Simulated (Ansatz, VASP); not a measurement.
## Ga in VASP and in Ansatz

```
CELL_PARAMETERS angstrom
1.45000 -4.06500 0.00000
1.45000 4.06500 0.00000
0.00000 0.00000 3.26510
ATOMIC_POSITIONS crystal
Ga 0.86700 0.13300 0.25000
Ga 0.13300 0.86700 0.75000
```

Change from the starting cell: zz strain of +3 %, crystal datasets.

Alike in both runs: task electric field gradients; functional PBE; k mesh 12 × 12 × 10; occupations fermi-dirac, width 0.08 eV; no spin polarisation.

```csv
,VASP,Ansatz
version,VASP 6.6.1,Ansatz 0.2.0
potentials or method,"VASP PAW PBE potentials, release 64 (Ga_d), cutoff 520 eV","all-electron PAW with datasets made for the crystal, scalar-relativistic"
```

|  | VASP | Ansatz | Ansatz less VASP |
| --- | --- | --- | --- |
| pressure (GPa) | 0.1 | 0.0 | -0.08 |
| traceless stress, the component that is largest in VASP (GPa) | -1.88 | -1.87 | +0.006 |
| rms of the force components (eV/Å) | 0.098 | 0.097 | -0.0007 |
| size of Vzz on the site where it differs most (V/Å²) | 24.9 | 26.5 | +1.68 |

Atom by atom the forces differ by 0.001 eV/Å (rms over components). Ansatz ran all-electron here, and VASP with PAW potentials. Ansatz's warnings: printed levels off.
